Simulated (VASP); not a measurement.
**BaF2 (Frankdicksonite): single point with r2SCAN**

The system is BaF2 (Frankdicksonite).

```
CELL_PARAMETERS angstrom
0.00000 3.09736 3.09736
3.09736 0.00000 3.09736
3.09736 3.09736 0.00000
ATOMIC_POSITIONS crystal
Ba 0.00000 0.00000 0.00000
F 0.25000 0.25000 0.25000
F 0.75000 0.75000 0.75000
```

```yaml
Program: VASP 6.6.1
Task: single point
Functional: r2SCAN
Potentials_or_basis: VASP PAW PBE potentials, release 64 (Ba_sv, F)
Cutoff: 660 eV
k_mesh: 6 × 6 × 6
Occupations: gaussian, width 0.02 eV
Spin: no spin polarisation
```

```json
{"Pressure": "0.9 GPa", "Band gap on the k mesh": "7.36 eV, indirect (least direct gap 7.43 eV)"}
```

Levels at points of the mesh, in eV from the valence-band top:
| k point | band 8 | band 9 | band 10 | band 11 | band 12 | band 13 | band 14 | band 15 | band 16 | band 17 |
| --- | --- | --- | --- | --- | --- | --- | --- | --- | --- | --- |
| (0.00, 0.00, 0.00) | -1.47 | -1.47 | -0.07 | -0.07 | -0.07 | 7.36 | 9.93 | 9.93 | 12.30 | 12.30 |
| (0.50, 0.00, 0.00) | -1.07 | -0.64 | -0.34 | -0.15 | -0.15 | 9.87 | 9.87 | 9.97 | 10.14 | 12.50 |
| (0.50, 0.50, 0.00) | -0.35 | -0.35 | -0.30 | -0.30 | -0.12 | 7.71 | 9.87 | 11.42 | 12.88 | 12.88 |

Wall time 58 s on 1 thread of Intel(R) Xeon(R) 6975P-C (Granite Rapids) (shared host), peak memory 0.26 GiB.

Caveat: the PAW data sets were made with another functional, which shifts forces and pressure a little; spin-orbit coupling is left out, which moves the levels of the heavy elements. A k mesh can miss the band edges.
